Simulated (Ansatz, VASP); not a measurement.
**One calculation of Bi, two programs**

```xyz
1
Lattice="0.0000 2.4691 2.4691 2.4691 0.0000 2.4691 2.4691 2.4691 0.0000" Properties=species:S:1:pos:R:3 pbc="T T T"
Bi    0.0000    0.0000    0.0000
```

Alike in both runs: task relaxation of cell and atoms; functional PBEsol; k mesh 20 × 20 × 20; occupations gaussian, width 0.1 eV; no spin polarisation.

```csv
,VASP,Ansatz
version,VASP 6.6.1,Ansatz 0.2.0
potentials or method,"VASP PAW PBE potentials, release 64 (Bi_d), cutoff 600 eV","scalar-relativistic, plane waves, PAW"
valence electrons in the cell,15,15
```

Ansatz gave:

| Item | Value |
| --- | --- |
| gap on the k mesh at the Fermi level, each at its own relaxed structure (eV) | none |
| relaxed volume (Å³/atom) | 30.20 |
| relaxed cell length with the largest relative difference (Å) | 3.495 |

**Question.** Which values does VASP return?

**Answer.** gap on the k mesh at the Fermi level, each at its own relaxed structure (eV): none; relaxed volume (Å³/atom): 30.19; relaxed cell length with the largest relative difference (Å): 3.495.

VASP's potentials were made for PBE, not for PBEsol. A gap of «none» marks a metal or a gap that the smearing closes.

Neither program's run includes spin-orbit coupling.
